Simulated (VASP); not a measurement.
Wanted: the native input for a VASP 6.6.1 run.

```
Task                   : single point
Functional             : LDA
Potentials or basis    : VASP PAW LDA potentials, release 64 (Na_pv)
Cutoff                 : 500 eV
k mesh                 : 8 × 8 × 8
Occupations            : gaussian, width 0.05 eV
Spin                   : no spin polarisation
Dipole correction      : no
Further INCAR settings : ALGO = Normal; EDIFF = 1e-06; NBANDS = 10
```

The structure of Na lies in POSCAR:

```
Na
1.0
   -2.1266304395      2.1266304395      2.1266304395
    2.1266304395     -2.1266304395      2.1266304395
    2.1266304395      2.1266304395     -2.1266304395
Na
1
Direct
    0.0000000000      0.0000000000      0.0000000000
```

One way to write it, as run:

INCAR

```
  PREC = Accurate
  ENCUT = 500
  EDIFF = 1E-6
  ISMEAR = 0
  SIGMA = 0.05
  LREAL = F
  LASPH = T
  NELM = 120
  ALGO = Normal
  ISIF = 2
  LWAVE = F
  LCHARG = F
  NBANDS = 10
  GGA_COMPAT = F
```

KPOINTS

```
Automatic mesh
0
Gamma
  8 8 8
```

Potentials or basis: VASP PAW LDA potentials, release 64 (Na_pv).

Run with:

```sh
$ cat potpaw_LDA.64/Na_pv/POTCAR > POTCAR
$ mpirun -np 1 vasp_std > vasp.out
```

It gave:

* Pressure: -1.0 GPa

It took 2.9 s on 1 thread of Intel(R) Xeon(R) 6975P-C (Granite Rapids) (shared host), peak memory 0.13 GiB.
